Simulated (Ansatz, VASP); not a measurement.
Two plane-wave programs on Fe

```
Fe
1.0
     2.54090    0.00000    0.00000
    -1.27045    2.20048    0.00000
     0.00000    0.00000    4.38500
Fe
2
Direct
  0.33333 0.66667 0.25000
  0.66667 0.33333 0.75000
```

Alike in both runs: functional r2SCAN; k mesh 18 × 18 × 10; occupations gaussian, width 0.1 eV; collinear spin.

Ansatz relaxed the structure, and its values are those at the end. VASP's run is a single point on that final structure, the one shown.

```csv
,VASP,Ansatz
version,VASP 6.6.1,Ansatz 0.2.0
potentials or method,"VASP PAW PBE potentials, release 64 (Fe), cutoff 520 eV","scalar-relativistic, plane waves, PAW"
valence electrons in the cell,16,32
```

Ansatz gave:

- gap on the k mesh at the Fermi level (eV): none
- pressure (GPa): 0.0
- net moment per atom (μB): 2.82
- size of the moment on the site where the two differ most (μB): 2.92

Which values does VASP return?

gap on the k mesh at the Fermi level (eV): none; pressure (GPa): -0.4; net moment per atom (μB): 2.82; size of the moment on the site where the two differ most (μB): 2.86.

VASP's potentials were made for PBE, not for r2SCAN. Site moments also hang on the region over which each program counts them. A gap of «none» marks a metal or a gap that the smearing closes. VASP's potentials hold 16 valence electrons a cell and Ansatz's 32, so a difference there can come from the potentials and not from the codes.
